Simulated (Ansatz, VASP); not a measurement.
# BAs: VASP beside Ansatz

```xyz
2
Lattice="0.0000 2.2962 2.3919 2.2962 0.0000 2.3919 2.2962 2.2962 0.0000" Properties=species:S:1:pos:R:3 pbc="T T T"
B     0.0000    0.0000    0.0000
As    3.4444    3.4444    3.5879
```

Change from the starting cell: strain -0.040 along x and y, +0.000 along z, atoms carried along.

Alike in both runs: task single point; functional r2SCAN; k mesh 10 × 10 × 10; occupations gaussian, width 0.05 eV; no spin polarisation.

```csv
,VASP,Ansatz
version,VASP 6.6.1,Ansatz 0.2.0
potentials or method,"VASP PAW PBE potentials, release 64 (B, As), cutoff 520 eV","scalar-relativistic, plane waves, PAW"
valence electrons in the cell,8,18
```

|  | VASP | Ansatz | Ansatz less VASP |
| --- | --- | --- | --- |
| gap on the k mesh at the Fermi level (eV) | 0.94 | 0.94 | +0.004 |
| least direct gap on the mesh (eV) | 3.30 | 3.30 | -0.003 |
| pressure (GPa) | 14.0 | 13.5 | -0.48 |
| traceless stress, the component that is largest in VASP (GPa) | -6.92 | -6.94 | -0.020 |

VASP's potentials were made for PBE, not for r2SCAN. VASP's potentials hold 8 valence electrons a cell and Ansatz's 18, so a difference there can come from the potentials and not from the codes.
